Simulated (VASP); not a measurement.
Runs of VASP 6.6.1 on AlN. The structure is that of space group Fm-3m (No. 225), or close to it. The cells are those of the table. 

```csv
cell,k mesh,smearing,gap on the mesh (eV),pressure (GPa)
"a = 2.823 Å, angles 60.0°, 2 atoms",10 × 10 × 10,gaussian 0.02 eV,(b),8.4
"a = 2.852 Å, angles 60.0°, 2 atoms",10 × 10 × 10,gaussian 0.02 eV,5.54,-0.6
"a = 2.764 Å, angles 60.0°, 2 atoms",10 × 10 × 10,gaussian 0.02 eV,5.76,31.0
"a = 2.880 Å, angles 60.0°, 2 atoms",10 × 10 × 10,gaussian 0.02 eV,5.24,-8.4
"a = 2.877 Å, angles 60.0°, 2 atoms",8 × 8 × 8,gaussian 0.1 eV,(a),-7.6
```

Alike in all rows: task single point; level r2SCAN+rVV10; potentials or basis VASP PAW PBE potentials, release 64 (Al, N); no spin polarisation; cutoff (eV) 660.

Task: Fill in the values left out.

Result: (a) 5.27; (b) 5.85.

Caveats: the PAW data sets were made with another functional, which shifts forces and pressure a little; the cell stands under pressure (at least some runs); the cell stands under tension (at least some runs).

A k mesh can miss the band edges.
